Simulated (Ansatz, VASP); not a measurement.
## Two plane-wave programs on PbF2

Contents of INCAR:

```
SYSTEM = PbF2
PREC     = Accurate       ! precision mode
ENCUT    = 600            ! plane-wave cutoff, eV
EDIFF    = 1E-6           ! SCF threshold, eV
ISMEAR   = -1             ! smearing method
SIGMA    = 0.05           ! smearing width, eV
LREAL    = .FALSE.        ! projectors in reciprocal space
LASPH    = .TRUE.         ! aspherical terms in the spheres
NELM     = 200            ! most SCF steps
ALGO     = Normal         ! electronic algorithm
ISIF     = 2              ! what is computed and relaxed
LWAVE    = .FALSE.        ! write WAVECAR
LCHARG   = .TRUE.         ! write CHGCAR
MAGMOM   = 0 0 0 0 0 0 0 0 0 ! initial moments
LORBIT   = 11             ! projections on sites
LSORBIT  = .TRUE.         ! spin-orbit coupling
GGA_COMPAT= .FALSE.      
LORBMOM  = .TRUE.       
GGA      = PE             ! functional
LVHAR    = .TRUE.       
NBANDS   = 41             ! bands
```

The input KPOINTS:

```
regular mesh
0
G
  6 6 6
  0 0 0
```

POSCAR

```
PbF2
1.0
    0.0000000000      2.9636600000      2.9636600000
    2.9636600000      0.0000000000      2.9636600000
    2.9636600000      2.9636600000      0.0000000000
Pb F
1 2
Direct
    0.0000000000      0.0000000000      0.0000000000
    0.7500000000      0.7500000000      0.7500000000
    0.2500000000      0.2500000000      0.2500000000
```

File input.yaml:

```yaml
crystal:
  lattice:
    - [0.0, 2.96366, 2.96366]
    - [2.96366, 0.0, 2.96366]
    - [2.96366, 2.96366, 0.0]
  atoms:
    - { symbol: Pb, position: [0.0, 0.0, 0.0] }
    - { symbol: F, position: [0.75, 0.75, 0.75] }
    - { symbol: F, position: [0.25, 0.25, 0.25] }
hamiltonian:
  xc: pbe
  pseudopotentials: { kind: paw_fr }
magnetization:
  noncollinear: true
  spin_orbit: true
kpoints:
  mp_grid: { grid: [6, 6, 6] }
  band_path:
    path:
      - [[0.0, 0.0, 0.0], [0.5, 0.0, 0.5], [0.5, 0.25, 0.75], [0.375, 0.375, 0.75], [0.0, 0.0, 0.0], [0.5, 0.5, 0.5], [0.625, 0.25, 0.625], [0.5, 0.25, 0.75], [0.5, 0.5, 0.5], [0.375, 0.375, 0.75]]
      - [[0.625, 0.25, 0.625], [0.5, 0.0, 0.5]]
    npoints: 14
scf:
  occupations: { method: fermi_dirac, width: 0.05 }
  n_extra_bands: 7
output:
  forces: true
  stress: true
  eigenvalues: true
  fatbands: true
```

Alike in both runs: functional PBE; k mesh 6 × 6 × 6; occupations fermi-dirac, width 0.05 eV; non-collinear spin, spin-orbit coupling.

|  | VASP | Ansatz |
| --- | --- | --- |
| version | VASP 6.6.1 | Ansatz 0.2.0 |
| potentials or method | VASP PAW PBE potentials, release 64 (Pb_d, F) | Ansatz PAW |
| plane-wave cutoff (eV) | 600 | 420 |
| valence electrons in the cell | 28 | 28 |
| task | single point | band structure |

|  | VASP | Ansatz | Ansatz less VASP |
| --- | --- | --- | --- |
| pressure (GPa) | 2.3 | 2.6 | +0.24 |
